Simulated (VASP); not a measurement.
# TlInGaAs3 (C222_1) in VASP: relaxation of cell and atoms with PBEsol

Aim: the relaxation of cell and atoms of TlInGaAs3 with PBEsol.

All numbers are computed with VASP 6.6.1; they aren't measurements. Logs are shortened: lines on timing, memory, paths and dates and some standing lists are left out, and cuts for length are marked.

### Step 1. The cell of the first run

It takes space group C222_1 (No. 20, orthorhombic). The conventional cell has a = 5.971 Å, b = 18.109 Å, c = 5.971 Å, α = 90.00°, β = 90.00°, γ = 90.00°. Within 3.5 Å of Tl (site symmetry 2) lie 4 As at 2.64 to 2.65 Å. In (site symmetry 2) has 4 As at 2.64 to 2.65 Å within 3.5 Å. Within 3.3 Å of Ga (site symmetry 2) lie 4 As at 2.50 Å. Within 3.5 Å of As (site symmetry 2) lie 2 Tl at 2.64 Å and 2 In at 2.64 Å. Within 3.3 Å of As (site symmetry 1) lie 2 Ga at 2.50 Å and 1 In at 2.65 Å and 1 Tl at 2.65 Å.

### Step 2. Relaxation of cell and atoms, PBEsol

File INCAR:

```
PREC = Accurate
ENCUT = 500
EDIFF = 1E-7
ISMEAR = 0
SIGMA = 0.1
LREAL = F
LASPH = T
NELM = 120
ALGO = Normal
ISIF = 3
LWAVE = F
LCHARG = F
GGA = PS
IBRION = 2
NSW = 80
EDIFFG = -0.015
GGA_COMPAT = F
NELMIN = 4
KPAR = 4
```

File KPOINTS:

```
Automatic mesh
0
Gamma
  6 6 6
```

File POSCAR:

```
TlInGaAs3
1.0
   -4.2221249045     -4.2221249045      0.0000000000
   -4.2221249045      4.2221249045      0.0000000000
    2.1110624522      2.1110624522     -9.0546243485
Tl In Ga As
2 2 2 6
Direct
    0.1621643943      0.5000000000      0.3243287886
    0.3378356057      0.0000000000      0.6756712114
    0.6621643943      0.0000000000      0.3243287886
    0.8378356057      0.5000000000      0.6756712114
    0.5000000000      0.5000000000      0.0000000000
    1.0000000000      0.0000000000      0.0000000000
    1.0000000000      0.2500000000      0.5000000000
    0.5000000000      0.7500000000      0.5000000000
    0.1764110040      0.7500000000      0.8528220081
    0.6764110040      0.2500000000      0.8528220081
    0.8235889960      0.7500000000      0.1471779919
    0.3235889960      0.2500000000      0.1471779919
```

Potentials or basis: VASP PAW PBE potentials, release 64 (Tl_d, In_d, Ga_d, As).

Started as:

```sh
cat potpaw_PBE.64/Tl_d/POTCAR potpaw_PBE.64/In_d/POTCAR potpaw_PBE.64/Ga_d/POTCAR potpaw_PBE.64/As/POTCAR > POTCAR
mpirun -np 4 vasp_std > vasp.out
```

OUTCAR:

```text
PREC = Accurate
   ENCUT = 500
   EDIFF = 1E-7
   ISMEAR = 0
   LREAL = F
   LASPH = T
   NELM = 120
   ISIF = 3
   GGA = PS
   IBRION = 2
   NSW = 80
   EDIFFG = -0.015
   NELMIN = 4

 ion  position               nearest neighbor table
   1  0.162  0.500  0.324-   7 2.64   8 2.64  11 2.65  12 2.65
   2  0.338  0.000  0.676-   8 2.64   7 2.64  10 2.65   9 2.65
   3  0.662  0.000  0.324-   8 2.64   7 2.64  12 2.65  11 2.65
   4  0.838  0.500  0.676-   7 2.64   8 2.64   9 2.65  10 2.65
   5  0.500  0.500  0.000-  10 2.50  12 2.50  11 2.50   9 2.50
   6  0.000  0.000  0.000-   9 2.50  11 2.50  10 2.50  12 2.50
   7  0.000  0.250  0.500-   1 2.64   4 2.64   3 2.64   2 2.64
   8  0.500  0.750  0.500-   2 2.64   3 2.64   1 2.64   4 2.64
   9  0.176  0.750  0.853-   6 2.50   5 2.50   4 2.65   2 2.65
  10  0.676  0.250  0.853-   5 2.50   6 2.50   2 2.65   4 2.65
  11  0.824  0.750  0.147-   6 2.50   5 2.50   1 2.65   3 2.65
  12  0.324  0.250  0.147-   5 2.50   6 2.50   3 2.65   1 2.65

  LATTYP: Found a base centered orthorhombic cell.
 ALAT       =     5.9709863020
 B/A-ratio  =     3.0328739309
 C/A-ratio  =     1.0000000000

  Lattice vectors:

 A1 = (   2.1110624523,   2.1110624523,   9.0546243485)
 A2 = (   2.1110624522,   2.1110624522,  -9.0546243485)
 A3 = (  -4.2221249045,   4.2221249045,   0.0000000000)

Analysis of symmetry for initial positions (statically):
=====================================================================
 Subroutine PRICEL returns:
 Original cell was already a primitive cell.

 Routine SETGRP: Setting up the symmetry group for a
 base centered orthorhombic supercell.

 Subroutine GETGRP returns: Found  4 space group operations
 (whereof  2 operations were pure point group operations)
 out of a pool of  8 trial point group operations.

The static configuration has the point symmetry C_2 .
 The point group associated with its full space group is D_2 .

Analysis of symmetry for dynamics (positions and initial velocities):
=====================================================================
 Subroutine PRICEL returns:
 Original cell was already a primitive cell.

 Routine SETGRP: Setting up the symmetry group for a
 base centered orthorhombic supercell.

 Subroutine GETGRP returns: Found  4 space group operations
 (whereof  2 operations were pure point group operations)
 out of a pool of  8 trial point group operations.

The dynamic configuration has the point symmetry C_2 .
 The point group associated with its full space group is D_2 .

[... 120 lines left out ...]
   EDIFFG = -.1E-01   stopping-criterion for IOM
   NSW    =     80    number of steps for IOM
   IBRION =      2    ionic relax: 0-MD 1-quasi-New 2-CG
   NFREE  =      1    steps in history (QN), initial steepest desc. (CG)
   ISIF   =      3    stress and relaxation
   ISYM   =      2    0-nonsym 1-usesym 2-fastsym
   POTIM  = 0.5000    time-step for ionic-motion
   TEBEG  =    0.0;   TEEND  =   0.0 temperature during run
   PSTRESS=    0.0 pullay stress
   NELECT =     108.0000    total number of electrons
   NUPDOWN=      -1.0000    fix difference up-down
   EMIN   =  10.00;   EMAX   =-10.00  energy-range for DOS
   EFERMI =   0.00;   METHOD = LEGACY
   ISMEAR =     0;   SIGMA  =   0.10  broadening in eV -4-tet -1-fermi 0-gaus
   EFERMI_NEDOS =   21; number of points for ismear=-14 and -15
   IALGO  =     38    algorithm
   IMIX   =      4    mixing-type and parameters
     AMIX     =   0.40;   BMIX     =  1.00
     AMIX_MAG =   1.60;   BMIX_MAG =  1.00
  volume/ion in A,a.u.               =      26.90       181.54
  Fermi-wavevector in a.u.,A,eV,Ry     =   1.136480  2.147636 17.573112  1.291587
  Thomas-Fermi vector in A             =   2.273185
   LORBIT       =      0    0 simple, 1 ext, 2 COOP (PROOUT), +10 PAW based schemes
   GGA     = PS    functional components
   LHFCALC =     F    Hartree Fock is set to
   AEXX    =    0.0000 exact exchange contribution
   IVDW    =     0    specifies the selected vdW correction
   LEPSILON=     F    determine dielectric tensor
   LRPA    =     F    only Hartree local field effects (RPA)
 conjugate gradient relaxation of ions
 non-spin polarized calculation
 Gauss-broadening in eV      SIGMA  =   0.10
  energy-cutoff  :      500.00
  volume of cell :      322.82
 maximum number of plane-waves:      8235
 NGX is ok and might be reduce to    48
   NGX = 21   NGY = 21   NGZ = 35

--------------------------------------- Ionic step        1  -------------------------------------------

 number of electron     108.0000001 magnetization

 Free energy of the ion-electron system (eV)
  ---------------------------------------------------
  ext. energy  EPLUGINS =         0.00000000
  ---------------------------------------------------
  free energy    TOTEN  =       -49.72359986 eV

  energy without entropy =      -49.72274859  energy(sigma->0) =      -49.72317422

------------------------ aborting loop because EDIFF is reached ----------------------------------------

  FORCE on cell =-STRESS in cart. coord.  units (eV):
  Direction    XX          YY          ZZ          XY          YZ          ZX
  --------------------------------------------------------------------------------------
  -------------------------------------------------------------------------------------
  Total        0.1719590      0.1719590      0.0761123      0.0042758      0.0000000      0.0000000
  in kB        0.8534397      0.8534397      0.3777484      0.0212209      0.0000000      0.0000000
  external PRESSURE =       0.6948760 kB  Pullay stress =       0.0000000 kB
[... 217 lines left out ...]
--------------------------------------- Ionic step        6  -------------------------------------------

 number of electron     108.0000005 magnetization

 Free energy of the ion-electron system (eV)
  ---------------------------------------------------
  ext. energy  EPLUGINS =         0.00000000
  ---------------------------------------------------
  free energy    TOTEN  =       -49.75771128 eV

  energy without entropy =      -49.75685242  energy(sigma->0) =      -49.75728185

 E-fermi :   4.0431     XC(G=0):  -9.3433

 val. band max:        4.0287468233   @ k =   0.0000   0.0000   0.0000
 cond. band min:       4.3495451424   @ k =   0.0000   0.0000   0.1667
 fundamental gap:      0.3207983191
 Fermi energy:         4.0431337274

 k-point     1 :       0.0000    0.0000    0.0000
  band No.  band energies     occupation
      1     -10.9529      2.00000
      2     -10.9410      2.00000
      3     -10.9409      2.00000
      4     -10.8957      2.00000
      5     -10.8956      2.00000
      6     -10.8690      2.00000
[... 1597 lines left out ...]
     63       7.8829      0.00000
     64       8.2060      0.00000

 [... further k-points ...]
[... 5 lines left out ...]
  --------------------------------------------------------------------------------------
  -------------------------------------------------------------------------------------
  Total        0.0221136      0.0221136      0.0168308      0.0019116      0.0000000      0.0000000
  in kB        0.1096493      0.1096493      0.0834547      0.0094786      0.0000000      0.0000000
  external PRESSURE =       0.1009178 kB  Pullay stress =       0.0000000 kB
[... 27 lines left out ...]
  FREE ENERGIE OF THE ION-ELECTRON SYSTEM (eV)
  ---------------------------------------------------
  free  energy   TOTEN  =       -49.7577112797 eV

  energy  without entropy=      -49.7568524214  energy(sigma->0) =      -49.75728185

 reached required accuracy - stopping structural energy minimisation
```

Run time: 27 min. Hardware: 4 MPI ranks of Intel Xeon Platinum 8559C (Emerald Rapids), shared host; peak memory 1.1 GiB.

Results:

```
Free energy                           : -49.7577 eV
Relaxed volume                        : 26.93 Å³/atom
Relaxed cell                          : a = 5.975 Å, b = 5.975 Å, c = 9.532 Å, α = 90.00°, β = 108.27°, γ = 90.00°
Space group after relaxing (to 0.1 Å) : C222_1 (No. 20)
Energy gained by relaxing             : 2.8 meV/atom
Ionic steps                           : 6
Pressure after relaxing               : 0.0 GPa
Largest force after relaxing          : 0.012 eV/Å
```

Forces in eV/Å, atoms in the order of the input:
```
Tl   0.000  0.000  0.007
Tl   0.000  0.000 -0.007
In   0.000  0.000 -0.007
In   0.000  0.000  0.007
Ga   0.000  0.000 -0.012
Ga   0.000  0.000  0.012
As  -0.004 -0.004  0.000
As   0.004  0.004  0.000
As   0.004 -0.007  0.000
As  -0.004  0.007  0.000
As  -0.007  0.004  0.000
As   0.007 -0.004  0.000
```

The path:
```tsv
step	energy change (eV)	largest force (eV/Å)	pressure (GPa)	volume (Å³)
1	0.0000	0.3912	0.07	322.82
2	-0.0228	0.2142	-0.03	323.37
3	-0.0334	0.0329	-0.15	324.07
4	-0.0339	0.0121	0.10	322.60
5	-0.0340	0.0180	0.02	323.06
6	-0.0341	0.0121	0.01	323.12
```

Final structure:
```xyz
12
Lattice="-4.2251 -4.2251 0.0000 -4.2247 4.2247 0.0000 2.1125 2.1125 -9.0512" Properties=species:S:1:pos:R:3 pbc="T T T"
Tl   -2.1123    2.1123   -2.9345
Tl    0.0000    0.0000   -6.1167
In   -2.1125   -2.1125   -2.9373
In   -4.2249   -0.0002   -6.1139
Ga   -4.2249   -0.0002   -0.0005
Ga   -2.1125   -2.1125   -9.0507
As   -4.1947   -2.0824   -4.5256
As   -4.2550    2.0820   -4.5256
As   -2.0804    4.2226   -7.7185
As   -2.1442    0.0021   -7.7185
As   -6.3395    0.0315   -1.3327
As   -2.1103   -0.0319   -1.3327
```

Caveat: the PAW data sets were made with another functional, which shifts forces and pressure a little; spin-orbit coupling is left out, which moves the levels of the heavy elements.
